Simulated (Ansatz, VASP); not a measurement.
Given: the input of a run of Ansatz 0.2.0 on Sr.

input.yaml

```yaml
crystal:
  lattice:
    - [-2.4670431483, 2.4670431483, 2.4670431483]
    - [2.4670431483, -2.4670431483, 2.4670431483]
    - [2.4670431483, 2.4670431483, -2.4670431483]
  atoms:
    - { symbol: Sr, position: [0.0, 0.0, 0.0], spin: 0.5 }
kpoints:
  mp_grid: { grid: [8, 8, 8] }
scf:
  occupations: { method: fermi_dirac, width: 0.05 }
hamiltonian:
  xc: { exchange: slater, correlation: vwn5 }
  pseudopotentials: { kind: all_electron, lapw: { basis_error: 0.002 } }
magnetization:
  spin_polarized: true
output:
  forces: true
  stress: true
  eigenvalues: true
```

Potentials or basis: all-electron LAPW, scalar-relativistic.

Command:

```bash
$ ansatz run input.yaml --threads 1 --pin off --max-ram 2560MiB --backend cpu --events-out ev --progress --plain --runs-dir out
```

Problem. Set up the same calculation for VASP 6.6.1. Potentials there: VASP PAW PBE potentials, release 64 (Sr_sv).

Solution. As run (the cutoff follows the program's own potentials):

Contents of INCAR:

```
PREC = Accurate
ENCUT = 520
EDIFF = 1E-6
ISMEAR = -1
SIGMA = 0.05
LREAL = False
LASPH = True
NELM = 150
ALGO = Fast
ISIF = 2
LWAVE = False
LCHARG = False
ISPIN = 2
MAGMOM = 0.5
LORBIT = 11
GGA = VW
NBANDS = 15
```

File KPOINTS:

```
regular mesh
0
Gamma
  8 8 8
```

File POSCAR:

```
Sr
1.0
   -2.4670431483      2.4670431483      2.4670431483
    2.4670431483     -2.4670431483      2.4670431483
    2.4670431483      2.4670431483     -2.4670431483
Sr
1
Direct
    0.0000000000      0.0000000000      0.0000000000
```

Potentials or basis: VASP PAW PBE potentials, release 64 (Sr_sv).

The run is started by

```sh
$ cat potpaw_PBE.64/Sr_sv/POTCAR > POTCAR
$ mpirun -np 1 vasp_std > vasp.out
```

Both were run:

|  | VASP | Ansatz | Ansatz less VASP |
| --- | --- | --- | --- |
| gap on the k mesh at the Fermi level (eV) | none | none | - |
| pressure (GPa) | -2.1 | -2.1 | 0.00 |
| net moment per atom (μB) | 0.00 | 0.00 | -0.005 |

VASP's potentials were made for PBE, not for SVWN5. A gap of «none» marks a metal or a gap that the smearing closes. Ansatz ran all-electron here, and VASP with PAW potentials.
